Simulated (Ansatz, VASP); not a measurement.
## One calculation of NaFeN, two programs

```
Na Fe N
1.0
     2.97385    0.00000    0.00000
    -1.48692    2.57543    0.00000
     0.00000    0.00000    9.73272
Na Fe N
2 2 2
Direct
  0.66667 0.33333 0.76081
  0.33333 0.66667 0.26081
  0.00000 0.00000 0.51824
  0.00000 0.00000 0.01824
  0.33333 0.66667 0.56559
  0.66667 0.33333 0.06559
```

Alike in both runs: task single point; functional PBE; k mesh 12 × 12 × 4; occupations fermi-dirac, width 0.02 eV; no spin polarisation.

|  | VASP | Ansatz |
| --- | --- | --- |
| version | VASP 6.6.1 | Ansatz 0.2.0 |
| potentials or method | VASP PAW PBE potentials, release 64 (Na_pv, Fe, N) | plane waves, PAW |
| plane-wave cutoff (eV) | 520 | 420 |
| valence electrons in the cell | 40 | 60 |

Ansatz gave:

```
pressure (GPa)                                                : 3.7
traceless stress, the component that is largest in VASP (GPa) : -0.92
rms of the force components (eV/Å)                            : 0.065
```

**Question.** Which values does VASP return?

**Answer.** Pressure (GPa): 4.9; traceless stress, the component that is largest in VASP (GPa): -1.96; rms of the force components (eV/Å): 0.121.

Atom by atom the forces differ by 0.063 eV/Å (rms over components). VASP's potentials hold 40 valence electrons a cell and Ansatz's 60, so a difference there can come from the potentials and not from the codes.
